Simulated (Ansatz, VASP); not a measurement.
**Two plane-wave programs on Na**

INCAR

```
ALGO     = Normal         # electronic algorithm
EDIFF    = 1E-6           # SCF threshold, eV
ENCUT    = 520            # plane-wave cutoff, eV
GGA      = PS             # functional
ISIF     = 2              # what is computed and relaxed
ISMEAR   = -1             # smearing method
LASPH    = True           # aspherical terms in the spheres
LCHARG   = False          # write CHGCAR
LREAL    = False          # projectors in reciprocal space
LWAVE    = False          # write WAVECAR
NBANDS   = 14             # bands
NELM     = 80             # most SCF steps
PREC     = Accurate       # precision mode
SIGMA    = 0.1            # smearing width, eV
```

File KPOINTS:

```
k-points
0
Gamma
  11 11 6
```

Contents of POSCAR:

```
Na
1.0
    3.5648852151      0.0000000000      0.0000000000
   -1.7824426075      3.0872811578      0.0000000000
    0.0000000000      0.0000000000      5.8213169292
Na
2
Direct
    0.3333333333      0.6666666667      0.2500000000
    0.6666666667      0.3333333333      0.7500000000
```

Input for Ansatz:

```yaml
crystal:
  lattice:
    - [3.5648852151, 0.0, 0.0]
    - [-1.7824426075, 3.0872811578, 0.0]
    - [0.0, 0.0, 5.8213169292]
  atoms:
    - { symbol: Na, position: [0.3333333333, 0.6666666667, 0.25] }
    - { symbol: Na, position: [0.6666666667, 0.3333333333, 0.75] }
hamiltonian:
  xc: pbesol
  pseudopotentials:
    kind: paw
    azcp:
      Na: "pseudopotentials/Na.paw.azcp"
basis:
  ecutwfc: 420
  fft_grid_basis: typed
kpoints:
  mp_grid: { grid: [11, 11, 6], shift: [0, 0, 0] }
magnetization:
  spin_polarized: false
scf:
  occupations: { method: fermi_dirac, width: 0.1 }
  lower_state_search: "off"
output:
  stress: true
```

Alike in both runs: task single point; functional PBEsol; k mesh 11 × 11 × 6; occupations fermi-dirac, width 0.1 eV; no spin polarisation.

|  | VASP | Ansatz |
| --- | --- | --- |
| version | VASP 6.6.1 | Ansatz 0.2.0 |
| potentials or method | VASP PAW PBE potentials, release 64 (Na_pv), cutoff 520 eV | plane waves (420 eV) with PAW, scalar-relativistic |
| valence electrons in the cell | 14 | 18 |

```csv
,VASP,Ansatz,Ansatz less VASP
pressure (GPa),1.3,1.3,0.00
"traceless stress, the component that is largest in VASP (GPa)",0.15,0.15,0.000
```

VASP's potentials were made for PBE, not for PBEsol, and Ansatz warns of the same on its side. VASP's potentials hold 14 valence electrons a cell and Ansatz's 18, so a difference there can come from the potentials and not from the codes.
